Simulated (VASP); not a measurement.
Runs of VASP 6.6.1 on Au. The structure is that of space group P6_3/mmc (No. 194), or close to it. The cells are those of the table. 

```tsv
task	cell	k mesh	cutoff (eV)	gap on the mesh (eV)	pressure (GPa)
single point	a = 2.801, b = 2.801, c = 4.686 Å, angles 90.0, 90.0, 120.0°, 2 atoms	14 × 14 × 8	520	none	9.5
single point	a = 2.840, b = 2.840, c = 4.750 Å, angles 90.0, 90.0, 120.0°, 2 atoms	13 × 13 × 7	520	none	0.5
single point	a = 2.877, b = 2.877, c = 4.812 Å, angles 90.0, 90.0, 120.0°, 2 atoms	14 × 14 × 8	520	none	-6.2
single point	a = 2.913, b = 2.913, c = 4.873 Å, angles 90.0, 90.0, 120.0°, 2 atoms	14 × 14 × 8	520	none	-11.3
single point	a = 2.721, b = 2.721, c = 4.552 Å, angles 90.0, 90.0, 120.0°, 2 atoms	14 × 14 × 8	520	none	36.3
single point	a = 2.762, b = 2.762, c = 4.620 Å, angles 90.0, 90.0, 120.0°, 2 atoms	14 × 14 × 8	520	none	(b)
single point	a = 2.840, b = 2.840, c = 4.750 Å, angles 90.0, 90.0, 120.0°, 2 atoms	14 × 14 × 8	520	none	0.6
single point	a = 2.949, b = 2.949, c = 4.933 Å, angles 90.0, 90.0, 120.0°, 2 atoms	14 × 14 × 8	520	none	(a)
single point	a = 2.840, b = 2.840, c = 4.750 Å, angles 90.0, 90.0, 120.0°, 2 atoms	21 × 21 × 11	520	none	0.5
relaxation of cell and atoms	relaxed from a = 2.884, b = 2.884, c = 4.709 Å, angles 90.0, 90.0, 120.0°, 2 atoms	13 × 13 × 7	600	none	0.1
```

Alike in all rows: level LDA; potentials or basis VASP PAW LDA potentials, release 64 (Au); no spin polarisation; smearing fermi-dirac 0.1 eV.

Problem. Fill in the values left out.

Solution. (a) -15.2; (b) 21.1.

Caveats: spin-orbit coupling is left out, which moves the levels of the heavy elements.

A k mesh can miss the band edges, and the runs leave out spin-orbit coupling on Au.

A gap of «none» marks levels without a gap at the run's occupations.
